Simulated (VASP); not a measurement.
Write the native input for VASP 6.6.1 that does the following.

| Property | Result |
| --- | --- |
| Task | single point |
| Functional | PBE |
| Potentials or basis | VASP PAW PBE potentials, release 64 (Bi_d) |
| Cutoff | 520 eV |
| k mesh | 9 × 9 × 9 |
| Occupations | gaussian, width 0.013 eV |
| Spin | no spin polarisation |
| Dipole correction | no |
| Further INCAR settings | ALGO = Normal; EDIFF = 1e-06; NBANDS = 14 |

The structure of Bi lies in POSCAR:

```
Bi
1.0
   -1.9814305318      1.9814305318      1.9814305318
    1.9814305318     -1.9814305318      1.9814305318
    1.9814305318      1.9814305318     -1.9814305318
Bi
1
Direct
    0.0000000000      0.0000000000      0.0000000000
```

One way to write it, as run:

INCAR

```
ALGO     = Normal         # electronic algorithm
EDIFF    = 1E-6           # SCF threshold, eV
ENCUT    = 520            # plane-wave cutoff, eV
GGA      = PE             # functional
ISIF     = 2              # what is computed and relaxed
ISMEAR   = 0              # smearing method
LASPH    = True           # aspherical terms in the spheres
LCHARG   = False          # write CHGCAR
LREAL    = False          # projectors in reciprocal space
LWAVE    = False          # write WAVECAR
NBANDS   = 14             # bands
NELM     = 60             # most SCF steps
PREC     = Accurate       # precision mode
SIGMA    = 0.013000000000000001 # smearing width, eV
```

KPOINTS

```
k-points
0
Gamma
  9 9 9
```

Potentials or basis: VASP PAW PBE potentials, release 64 (Bi_d).

Launch:

```sh
$ cat potpaw_PBE.64/Bi_d/POTCAR > POTCAR
$ mpirun -np 1 vasp_std > vasp.out
```

It gave:

The pressure is 0.8 GPa.

It took 24 s on 1 thread of Intel Xeon 8259CL, with other jobs on the host, peak memory 0.16 GiB.
